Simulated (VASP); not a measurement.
## Al16O23 (a cell with a defect): single point with PBEsol

The system is Al16O23 (a cell with a defect).

```xyz
39
Lattice="-4.7537 -2.7445 4.3242 4.7537 -2.7445 4.3242 0.0000 5.4891 4.3242" Properties=species:S:1:pos:R:3 pbc="T T T"
Al    0.0113    0.0226    4.5767
Al    0.0139    0.0211    1.9095
Al   -0.0070    0.0079    8.3962
Al    0.0103   -0.0022   11.0626
Al    0.2044   -2.7547    8.7712
Al   -0.0092   -2.7437    6.1842
Al    0.0020    2.7624    4.0657
Al   -0.0840    2.7617    6.7127
Al   -2.3942    1.3556    8.8793
Al   -2.3826    1.3489    6.2553
Al    2.3087   -1.4569    3.9711
Al    2.3377   -1.4735    6.8393
Al    2.3822    1.3647    8.9504
Al    2.2658    1.5442    6.3633
Al   -2.3200   -1.4364    4.0978
Al   -2.3624   -1.3616    6.7447
O    -0.9331    1.3631    7.5687
O    -0.7049   -1.5225    7.6044
O     1.6842    0.1015    7.5101
O     1.0170   -1.3095    5.4230
O     0.7309    1.4984    5.3998
O    -1.6340   -0.1224    5.4025
O     3.7877    1.3728    7.5302
O    -0.7309    1.3056    3.1911
O    -3.1061    0.1092    7.5673
O    -3.8215   -1.3624    5.4106
O     0.7200   -1.2852    9.7064
O     3.1111   -2.5186    5.3874
O     1.4962    0.0198    3.2952
O     1.5434    2.6072    7.6143
O    -0.7542   -3.9798    7.6244
O    -1.4730   -0.0191    9.7524
O    -1.6449   -2.6446    5.4057
O     0.7110    4.0128    5.4080
O     1.4862   -2.8489    7.5203
O    -3.1067    2.6180    7.5659
O    -0.7086   -1.2273    3.2431
O    -1.4679    2.7423    5.4047
O     0.7171    1.2421    9.7294
```

```
Program                : VASP 6.6.1
Task                   : single point
Functional             : PBEsol
Potentials or basis    : VASP PAW PBE potentials, release 64 (Al, O)
Cutoff                 : 520 eV
k mesh                 : 2 × 2 × 2
Occupations            : gaussian, width 0.05 eV
Spin                   : no spin polarisation
Dipole correction      : no
Charge                 : 2
Further INCAR settings : LREAL = Auto; ALGO = Normal; EDIFF = 1e-07; NBANDS = 118; NELECT = 184.0
```

```
Largest force : 0.019 eV/Å
```

Forces in eV/Å, atoms in the order of the input:
```
Al   0.003  0.003  0.000
Al   0.001  0.004  0.000
Al   0.002  0.005  0.000
Al   0.004  0.005  0.000
Al  -0.010 -0.009  0.010
Al   0.015 -0.005  0.001
Al  -0.003  0.001 -0.008
Al   0.009 -0.006  0.015
Al   0.000  0.000  0.008
Al   0.000  0.001 -0.008
Al   0.002  0.002  0.004
Al   0.001  0.003 -0.004
Al  -0.011  0.011 -0.001
Al  -0.003 -0.013 -0.010
Al  -0.010  0.005 -0.015
Al   0.002 -0.002  0.008
O    0.004 -0.004  0.002
O   -0.008  0.001 -0.009
O   -0.002 -0.001  0.001
O    0.003  0.005  0.001
O   -0.002 -0.005 -0.009
O    0.003  0.000 -0.003
O    0.005 -0.006  0.009
O    0.010  0.006  0.003
O   -0.002 -0.004  0.000
O   -0.004 -0.004  0.009
O   -0.003  0.006  0.012
O    0.003  0.005 -0.001
O    0.000  0.011 -0.003
O   -0.006 -0.001  0.003
O    0.001 -0.002 -0.001
O    0.007  0.001 -0.012
O   -0.004 -0.005  0.002
O   -0.002  0.002  0.003
O    0.002 -0.006 -0.003
O   -0.005  0.002 -0.002
O    0.004  0.007  0.000
O   -0.002 -0.006 -0.002
O   -0.005 -0.009  0.000
```

Levels at points of the mesh, in eV from the Fermi level:
| k point | band 89 | band 90 | band 91 | band 92 | band 93 | band 94 | band 95 | band 96 |
| --- | --- | --- | --- | --- | --- | --- | --- | --- |
| (0.00, 0.00, 0.00) | -0.56 | -0.39 | -0.38 | -0.30 | 2.85 | 6.52 | 7.25 | 7.84 |
| (0.50, 0.00, 0.00) | -0.63 | -0.56 | -0.50 | -0.40 | 3.25 | 6.55 | 7.42 | 7.81 |
| (0.00, 0.50, 0.00) | -0.73 | -0.70 | -0.46 | -0.37 | 3.14 | 6.94 | 7.39 | 7.71 |
| (0.50, 0.50, 0.00) | -0.63 | -0.57 | -0.50 | -0.40 | 3.30 | 6.93 | 7.38 | 7.83 |
| (0.50, 0.00, 0.50) | -0.59 | -0.59 | -0.47 | -0.38 | 3.34 | 6.86 | 7.31 | 8.25 |
| (0.50, 0.50, 0.50) | -0.56 | -0.47 | -0.43 | -0.42 | 3.35 | 6.99 | 7.54 | 7.82 |

Wall time 18 min on 1 thread of Intel Xeon 8259CL, on a shared host, peak memory 0.46 GiB.

Caveat: the k points lie up to 0.45 Å⁻¹ apart; the cell carries a net charge on a neutralising background, which shifts energy and pressure; the cell is charged against a uniform background, so pressure and absolute levels hang on convention; the PAW data sets were made with another functional, which shifts forces and pressure a little.
